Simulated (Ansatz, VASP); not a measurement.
Li3Ta2O in VASP and in Ansatz

The input INCAR:

```
SYSTEM = Li3Ta2O
PREC = Accurate ; ENCUT = 520
EDIFF = 1E-6 ; ISMEAR = 0
SIGMA = 0.1 ; LREAL = .False.
LASPH = .True. ; NELM = 80
ALGO = Normal ; ISIF = 2
LWAVE = .False. ; LCHARG = .True.
GGA = PE ; LELF = .True.
LVHAR = .True. ; NBANDS = 28
```

KPOINTS

```
Automatic mesh
0
Gamma
  4 4 4
  0 0 0
```

Contents of POSCAR:

```
Li3Ta2O
1.0
    4.3933902700      0.0000000000      0.0000000000
    0.0000000000      4.3933902700      0.0000000000
    0.0000000000      0.0000000000      4.6786110900
Li Ta O
3 2 1
Direct
    0.0000000000      0.0000000000      0.2619861700
    0.0000000000      0.0000000000      0.7380138300
    0.5000000000      0.5000000000      0.5000000000
    0.5000000000      0.0000000000      0.0000000000
    0.0000000000      0.5000000000      0.0000000000
    0.5000000000      0.5000000000      0.0000000000
```

Input for Ansatz:

```yaml
crystal:
  lattice:
    - [4.39339027, 0.0, 0.0]
    - [0.0, 4.39339027, 0.0]
    - [0.0, 0.0, 4.67861109]
  atoms:
    - { symbol: Li, position: [0.0, 0.0, 0.26198617] }
    - { symbol: Li, position: [0.0, 0.0, 0.73801383] }
    - { symbol: Li, position: [0.5, 0.5, 0.5] }
    - { symbol: Ta, position: [0.5, 0.0, 0.0] }
    - { symbol: Ta, position: [0.0, 0.5, 0.0] }
    - { symbol: O, position: [0.5, 0.5, 0.0] }
basis:
  ecutwfc: 420
kpoints:
  mp_grid: { grid: [4, 4, 4] }
hamiltonian:
  xc: pbe
scf:
  occupations: { method: gaussian, width: 0.1 }
  lower_state_search: "off"
output:
  forces: true
  stress: true
  eigenvalues: true
```

Alike in both runs: task single point; functional PBE; k mesh 4 × 4 × 4; occupations gaussian, width 0.1 eV; no spin polarisation.

|  | VASP | Ansatz |
| --- | --- | --- |
| version | VASP 6.6.1 | Ansatz 0.2.0 |
| potentials or method | VASP PAW PBE potentials, release 64 (Li_sv, Ta_pv, O), cutoff 520 eV | scalar-relativistic, plane waves, PAW |
| valence electrons in the cell | 37 | 41 |

VASP gave:

| Item | Value |
| --- | --- |
| gap on the k mesh at the Fermi level (eV) | none |
| rms of the force components (eV/Å) | 0.589 |

Task: Estimate Ansatz's values.

Result: gap on the k mesh at the Fermi level (eV): none; rms of the force components (eV/Å): 0.585.

Atom by atom the forces differ by 0.004 eV/Å (rms over components). A gap of «none» marks a metal or a gap that the smearing closes. The functional is the same, so the differences come from potentials, cutoffs and numerics. VASP's potentials hold 37 valence electrons a cell and Ansatz's 41, so a difference there can come from the potentials and not from the codes.

Spin-orbit coupling is off throughout. Noted on VASP's run: the cutoff is short for stress, so the pressure is rough.
